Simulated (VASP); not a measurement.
# SnWO4 (Pnna) in VASP: single point with LDA

Aim: the single point of SnWO4 with LDA.

All numbers are computed with VASP 6.6.1; they aren't measurements. Logs are shortened: lines on timing, memory, paths and dates and some standing lists are left out, and cuts for length are marked.

## (1) The cell of the first run

It takes space group Pnna (No. 52, orthorhombic). The conventional cell has a = 5.632 Å, b = 12.076 Å, c = 5.051 Å, α = 90.00°, β = 90.00°, γ = 90.00°. Within 3.0 Å of Sn (site symmetry 2) lie 6 O at 2.22 to 2.92 Å. W (site symmetry 2) has 6 O at 1.90 to 2.05 Å within 2.5 Å. Within 3.1 Å of O (site symmetry 1) lie 1 W at 1.93 Å and 2 Sn at 2.22 to 2.39 Å and 8 O at 2.69 to 3.05 Å. Within 2.5 Å of O (site symmetry 1) lie 2 W at 1.90 to 2.05 Å.

## (2) Single point, LDA

INCAR reads:

```
SYSTEM = SnWO4
PREC = Accurate ; ENCUT = 600
EDIFF = 1E-6 ; ISMEAR = 0
SIGMA = 0.1 ; LREAL = .FALSE.
LASPH = .TRUE. ; NELM = 120
ALGO = Normal ; ISIF = 2
LWAVE = .FALSE. ; LCHARG = .FALSE.
NBANDS = 122 ; GGA_COMPAT = .FALSE.
```

KPOINTS reads:

```
regular mesh
0
G
  4 2 4
  0 0 0
```

POSCAR reads:

```
SnWO4
1.0
    5.6319570000      0.0000000000      0.0000000000
    0.0000000000     12.0763700000      0.0000000000
    0.0000000000      0.0000000000      5.0509640000
Sn W O
4 4 16
Direct
    0.2500000000      0.5000000000      0.2163300000
    0.2500000000      0.0000000000      0.2836700000
    0.7500000000      0.5000000000      0.7836700000
    0.7500000000      0.0000000000      0.7163300000
    0.6312550000      0.7500000000      0.2500000000
    0.8687450000      0.2500000000      0.2500000000
    0.3687450000      0.2500000000      0.7500000000
    0.1312550000      0.7500000000      0.7500000000
    0.5962220000      0.6037920000      0.1019980000
    0.9037780000      0.3962080000      0.1019980000
    0.5962220000      0.8962080000      0.3980020000
    0.9037780000      0.1037920000      0.3980020000
    0.4037780000      0.3962080000      0.8980020000
    0.0962220000      0.6037920000      0.8980020000
    0.4037780000      0.1037920000      0.6019980000
    0.0962220000      0.8962080000      0.6019980000
    0.3608100000      0.7954200000      0.0019020000
    0.1391900000      0.2045800000      0.0019020000
    0.3608100000      0.7045800000      0.4980980000
    0.1391900000      0.2954200000      0.4980980000
    0.6391900000      0.2045800000      0.9980980000
    0.8608100000      0.7954200000      0.9980980000
    0.6391900000      0.2954200000      0.5019020000
    0.8608100000      0.7045800000      0.5019020000
```

Potentials or basis: VASP PAW LDA potentials, release 64 (Sn_d, W_sv, O).

Run with:

```sh
$ cat potpaw_LDA.64/Sn_d/POTCAR potpaw_LDA.64/W_sv/POTCAR potpaw_LDA.64/O/POTCAR > POTCAR
$ mpirun -np 1 vasp_std > vasp.out
```

OUTCAR:

```text
SYSTEM = SnWO4
   PREC = Accurate
   ENCUT = 600
   EDIFF = 1E-6
   ISMEAR = 0
   LREAL = .FALSE.
   LASPH = .TRUE.
   NELM = 120
   ISIF = 2

 ion  position               nearest neighbor table
   1  0.250  0.500  0.216-  13 2.22  14 2.22   9 2.39  10 2.39   3 3.56   3 3.56
   2  0.250  0.000  0.284-  15 2.22  16 2.22  11 2.39  12 2.39   4 3.56   4 3.56
   3  0.750  0.500  0.784-   9 2.22  10 2.22  13 2.39  14 2.39   1 3.56   1 3.56
   4  0.750  0.000  0.716-  11 2.22  12 2.22  15 2.39  16 2.39   2 3.56   2 3.56
   5  0.631  0.750  0.250-  22 1.90  24 1.90   9 1.93  11 1.93  17 2.05  19 2.05
   6  0.869  0.250  0.250-  21 1.90  23 1.90  10 1.93  12 1.93  18 2.05  20 2.05
   7  0.369  0.250  0.750-  18 1.90  20 1.90  13 1.93  15 1.93  21 2.05  23 2.05
   8  0.131  0.750  0.750-  17 1.90  19 1.90  14 1.93  16 1.93  22 2.05  24 2.05
   9  0.596  0.604  0.102-   5 1.93   3 2.22   1 2.39
  10  0.904  0.396  0.102-   6 1.93   3 2.22   1 2.39
  11  0.596  0.896  0.398-   5 1.93   4 2.22   2 2.39
  12  0.904  0.104  0.398-   6 1.93   4 2.22   2 2.39
  13  0.404  0.396  0.898-   7 1.93   1 2.22   3 2.39
  14  0.096  0.604  0.898-   8 1.93   1 2.22   3 2.39
  15  0.404  0.104  0.602-   7 1.93   2 2.22   4 2.39
  16  0.096  0.896  0.602-   8 1.93   2 2.22   4 2.39
  17  0.361  0.795  0.002-   8 1.90   5 2.05
  18  0.139  0.205  0.002-   7 1.90   6 2.05
  19  0.361  0.705  0.498-   8 1.90   5 2.05
  20  0.139  0.295  0.498-   7 1.90   6 2.05
  21  0.639  0.205  0.998-   6 1.90   7 2.05
  22  0.861  0.795  0.998-   5 1.90   8 2.05
  23  0.639  0.295  0.502-   6 1.90   7 2.05
  24  0.861  0.705  0.502-   5 1.90   8 2.05

  LATTYP: Found a simple orthorhombic cell.
 ALAT       =     5.0509640000
 B/A-ratio  =     1.1150261613
 C/A-ratio  =     2.3909039938

  Lattice vectors:

 A1 = (   0.0000000000,   0.0000000000,   5.0509640000)
 A2 = (   5.6319570000,   0.0000000000,   0.0000000000)
 A3 = (   0.0000000000,  12.0763700000,   0.0000000000)

Analysis of symmetry for initial positions (statically):
=====================================================================
 Subroutine PRICEL returns:
 Original cell was already a primitive cell.

 Routine SETGRP: Setting up the symmetry group for a
 simple orthorhombic supercell.

 Subroutine GETGRP returns: Found  8 space group operations
 (whereof  2 operations were pure point group operations)
 out of a pool of  8 trial point group operations.

The static configuration has the point symmetry S_2 .
 The point group associated with its full space group is D_2h.

Analysis of symmetry for dynamics (positions and initial velocities):
=====================================================================
 Subroutine PRICEL returns:
 Original cell was already a primitive cell.

 Routine SETGRP: Setting up the symmetry group for a
 simple orthorhombic supercell.

 Subroutine GETGRP returns: Found  8 space group operations
 (whereof  2 operations were pure point group operations)
 out of a pool of  8 trial point group operations.

The dynamic configuration has the point symmetry S_2 .
 The point group associated with its full space group is D_2h.

 Subroutine INISYM returns: Found  8 space group operations
 (whereof  2 operations are pure point group operations),
 and found     1 'primitive' translations

----------------------------------------------------------------------------------------

                                     Primitive cell

  volume of cell :     343.5342

  direct lattice vectors                    reciprocal lattice vectors
     5.631957000  0.000000000  0.000000000     0.177558174  0.000000000  0.000000000
     0.000000000 12.076370000  0.000000000     0.000000000  0.082806340  0.000000000
     0.000000000  0.000000000  5.050964000     0.000000000  0.000000000  0.197982009

  length of vectors
     5.631957000 12.076370000  5.050964000     0.177558174  0.082806340  0.197982009

  position of ions in fractional coordinates (direct lattice)
     0.250000000  0.500000000  0.216330000
     0.250000000  0.000000000  0.283670000
     0.750000000  0.500000000  0.783670000
     0.750000000  0.000000000  0.716330000
     0.631255000  0.750000000  0.250000000
     0.868745000  0.250000000  0.250000000
[... 16 lines left out ...]
     0.639190000  0.295420000  0.501902000
     0.860810000  0.704580000  0.501902000

  ion indices of the primitive-cell ions
   primitive index   ion index
                 1           1
                 2           2
                 3           3
                 4           4
                 5           5
                 6           6
[... 16 lines left out ...]
                23          23
                24          24

----------------------------------------------------------------------------------------

 KPOINTS: regular mesh

Automatic generation of k-mesh.
 Grid dimensions read from file:
 generate k-points for:    4    2    4

 Generating k-lattice:

  Cartesian coordinates                     Fractional coordinates (reciprocal lattice)
     0.044389543  0.000000000  0.000000000     0.250000000  0.000000000  0.000000000
     0.000000000  0.041403170  0.000000000     0.000000000  0.500000000  0.000000000
     0.000000000  0.000000000  0.049495502     0.000000000  0.000000000  0.250000000

  Length of vectors
     0.044389543  0.041403170  0.049495502

  Shift w.r.t. Gamma in fractional coordinates (k-lattice)
     0.000000000  0.000000000  0.000000000

 Subroutine IBZKPT returns following result:
 ===========================================

 Found     18 irreducible k-points:

 Following reciprocal coordinates:
            Coordinates               Weight
  0.000000  0.000000  0.000000      1.000000
  0.250000  0.000000  0.000000      2.000000
  0.500000  0.000000  0.000000      1.000000
  0.000000  0.500000  0.000000      1.000000
  0.250000  0.500000  0.000000      2.000000
  0.500000  0.500000  0.000000      1.000000
[... 10 lines left out ...]
  0.250000  0.500000  0.500000      2.000000
  0.500000  0.500000  0.500000      1.000000
   k-points           NKPTS =     18   k-points in BZ     NKDIM =     18   number of bands    NBANDS=    122
   number of dos      NEDOS =    301   number of ions     NIONS =     24
   total plane-waves  NPLWV = 184320
   dimension x,y,z NGX =    48 NGY =   96 NGZ =   40
   dimension x,y,z NGXF=    96 NGYF=  192 NGZF=   80
   ions per type =               4   4  16
   NGX,Y,Z   is equivalent  to a cutoff of  14.17, 13.22, 13.17 a.u.
   NGXF,Y,Z  is equivalent  to a cutoff of  28.34, 26.43, 26.33 a.u.
 SYSTEM =  SnWO4
   PREC   = accura    normal or accurate (medium, high low for compatibility)
   ISTART =      0    job   : 0-new  1-cont  2-samecut
   ICHARG =      2    charge: 1-file 2-atom 10-const
   ISPIN  =      1    spin polarized calculation?
   LNONCOLLINEAR =      F non collinear calculations
   LSORBIT =      F    spin-orbit coupling
   LASPH  =      T    aspherical Exc in radial PAW
   ENCUT  =  600.0 eV  44.10 Ry    6.64 a.u.  11.25 24.12 10.09*2*pi/ulx,y,z
   NELM   =    120;   NELMIN=  2; NELMDL= -5     # of ELM steps
   EDIFF  = 0.1E-05   stopping-criterion for ELM
   LREAL  =      F    real-space projection
[... 7 lines left out ...]
   TEBEG  =    0.0;   TEEND  =   0.0 temperature during run
   PSTRESS=    0.0 pullay stress
   NELECT =     208.0000    total number of electrons
   NUPDOWN=      -1.0000    fix difference up-down
   EMIN   =  10.00;   EMAX   =-10.00  energy-range for DOS
   EFERMI =   0.00;   METHOD = LEGACY
   ISMEAR =     0;   SIGMA  =   0.10  broadening in eV -4-tet -1-fermi 0-gaus
   EFERMI_NEDOS =   21; number of points for ismear=-14 and -15
   IALGO  =     38    algorithm
   IMIX   =      4    mixing-type and parameters
     AMIX     =   0.40;   BMIX     =  1.00
     AMIX_MAG =   1.60;   BMIX_MAG =  1.00
  volume/ion in A,a.u.               =      14.31        96.60
  Fermi-wavevector in a.u.,A,eV,Ry     =   1.384967  2.617207 26.097773  1.918132
  Thomas-Fermi vector in A             =   2.509421
   LORBIT       =      0    0 simple, 1 ext, 2 COOP (PROOUT), +10 PAW based schemes
   GGA     = CA    functional components
   LHFCALC =     F    Hartree Fock is set to
   AEXX    =    0.0000 exact exchange contribution
   IVDW    =     0    specifies the selected vdW correction
   LEPSILON=     F    determine dielectric tensor
   LRPA    =     F    only Hartree local field effects (RPA)
 non-spin polarized calculation
 Gauss-broadening in eV      SIGMA  =   0.10
  energy-cutoff  :      600.00
  volume of cell :      343.53
 maximum number of plane-waves:     11516
 NGX is ok and might be reduce to    48
   NGX = 23   NGY = 49   NGZ = 21

 number of electron     208.0000006 magnetization

 Free energy of the ion-electron system (eV)
  ---------------------------------------------------
  ext. energy  EPLUGINS =         0.00000000
  ---------------------------------------------------
  free energy    TOTEN  =      -210.68493304 eV

  energy without entropy =     -210.68487947  energy(sigma->0) =     -210.68490625

 E-fermi :   4.2354     XC(G=0): -10.9015

 val. band max:        4.0143087886   @ k =   0.0000   0.0000   0.2500
 cond. band min:       4.4483396857   @ k =   0.0000   0.0000   0.0000
 fundamental gap:      0.4340308971
 Fermi energy:         4.2353965340

 k-point     1 :       0.0000    0.0000    0.0000
  band No.  band energies     occupation
      1     -71.0997      2.00000
      2     -71.0997      2.00000
      3     -71.0982      2.00000
      4     -71.0982      2.00000
      5     -35.6006      2.00000
      6     -35.6006      2.00000
[... 108 lines left out ...]
    115       7.3783      0.00000
    116       7.7777      0.00000

 k-point     2 :       0.2500    0.0000    0.0000
  band No.  band energies     occupation
      1     -71.0995      2.00000
      2     -71.0995      2.00000
      3     -71.0984      2.00000
      4     -71.0984      2.00000
      5     -35.5928      2.00000
      6     -35.5928      2.00000
[... 1896 lines left out ...]
 k-point    18 :       0.5000    0.5000    0.5000
  band No.  band energies     occupation
      1     -71.0989      2.00000
      2     -71.0989      2.00000
      3     -71.0989      2.00000
      4     -71.0989      2.00000
      5     -35.5989      2.00000
      6     -35.5989      2.00000
[... 108 lines left out ...]
    115       7.0274      0.00000
    116       7.0274      0.00000
 [bands above 116 left out]

------------------------ aborting loop because EDIFF is reached ----------------------------------------

  FORCE on cell =-STRESS in cart. coord.  units (eV):
  Direction    XX          YY          ZZ          XY          YZ          ZX
  --------------------------------------------------------------------------------------
  -------------------------------------------------------------------------------------
  Total      -26.5565453    -28.2336047    -25.5627945      0.0000000      0.0000000     -0.0000000
  in kB     -123.8546016   -131.6760825   -119.2199396      0.0000000      0.0000000     -0.0000000
  external PRESSURE =    -124.9168746 kB  Pullay stress =       0.0000000 kB

 VOLUME and BASIS-vectors are now :
 -----------------------------------------------------------------------------
  energy-cutoff  :      600.00
  volume of cell :      343.53
      direct lattice vectors                 reciprocal lattice vectors
     5.631957000  0.000000000  0.000000000     0.177558174  0.000000000  0.000000000
     0.000000000 12.076370000  0.000000000     0.000000000  0.082806340  0.000000000
     0.000000000  0.000000000  5.050964000     0.000000000  0.000000000  0.197982009

 POSITION                                       TOTAL-FORCE (eV/Angst)
 -----------------------------------------------------------------------------------
      1.40799      6.03819      1.09268         0.000000      0.000000     -0.537621
      1.40799      0.00000      1.43281         0.000000      0.000000      0.537621
      4.22397      6.03819      3.95829         0.000000      0.000000      0.537621
      4.22397      0.00000      3.61816         0.000000      0.000000     -0.537621
      3.55520      9.05728      1.26274         0.650626      0.000000     -0.000000
      4.89273      3.01909      1.26274        -0.650626      0.000000     -0.000000
[... 16 lines left out ...]
      3.59989      3.56760      2.53509         0.394660     -0.501784     -0.327359
      4.84804      8.50877      2.53509        -0.394660      0.501784     -0.327359
 -----------------------------------------------------------------------------------
    total drift:                                0.000000      0.000000     -0.000000

  FREE ENERGIE OF THE ION-ELECTRON SYSTEM (eV)
  ---------------------------------------------------
  free  energy   TOTEN  =      -210.6849330431 eV

  energy  without entropy=     -210.6848794654  energy(sigma->0) =     -210.68490625
```

It took 26 min on 1 thread of Intel Xeon Platinum 8488C (Sapphire Rapids), shared host; peak memory 0.79 GiB.

What came out:

* Free energy: -210.6849 eV
* Pressure: -12.5 GPa
* Largest force: 0.717 eV/Å
* Band gap on the k mesh: 0.43 eV (least direct gap 0.59 eV)

Forces on the atoms (eV/Å):
```
Sn   0.000  0.000 -0.538
Sn   0.000  0.000  0.538
Sn   0.000  0.000  0.538
Sn   0.000  0.000 -0.538
W    0.651  0.000  0.000
W   -0.651  0.000  0.000
W   -0.651  0.000  0.000
W    0.651  0.000  0.000
O   -0.033  0.597  0.188
O    0.033 -0.597  0.188
O   -0.033 -0.597 -0.188
O    0.033  0.597 -0.188
O    0.033 -0.597 -0.188
O   -0.033  0.597 -0.188
O    0.033  0.597  0.188
O   -0.033 -0.597  0.188
O   -0.395 -0.502 -0.327
O    0.395  0.502 -0.327
O   -0.395  0.502  0.327
O    0.395 -0.502  0.327
O    0.395  0.502  0.327
O   -0.395 -0.502  0.327
O    0.395 -0.502 -0.327
O   -0.395  0.502 -0.327
```

Levels at points of the mesh, in eV from the valence-band top:
| k point | band 101 | band 102 | band 103 | band 104 | band 105 | band 106 | band 107 | band 108 |
| --- | --- | --- | --- | --- | --- | --- | --- | --- |
| (0.00, 0.00, 0.00) | -1.06 | -0.39 | -0.33 | -0.16 | 0.43 | 0.50 | 1.71 | 2.02 |
| (0.50, 0.00, 0.00) | -0.67 | -0.67 | -0.57 | -0.57 | 2.03 | 2.03 | 2.20 | 2.20 |
| (0.00, 0.50, 0.00) | -0.80 | -0.80 | -0.16 | -0.16 | 0.47 | 0.47 | 1.73 | 1.73 |
| (0.50, 0.50, 0.00) | -0.68 | -0.68 | -0.68 | -0.68 | 2.16 | 2.16 | 2.16 | 2.16 |
| (0.00, 0.00, 0.50) | -0.72 | -0.72 | -0.38 | -0.38 | 1.87 | 1.87 | 2.10 | 2.10 |
| (0.50, 0.00, 0.50) | -0.53 | -0.53 | -0.24 | -0.24 | 1.46 | 1.46 | 1.67 | 1.67 |
| (0.00, 0.50, 0.50) | -0.58 | -0.58 | -0.54 | -0.54 | 1.90 | 1.90 | 2.06 | 2.06 |
| (0.50, 0.50, 0.50) | -0.69 | -0.69 | -0.26 | -0.26 | 1.46 | 1.46 | 1.68 | 1.68 |

Caveat: the cell stands under tension; spin-orbit coupling is left out, which moves the levels of the heavy elements. A k mesh can miss the band edges.
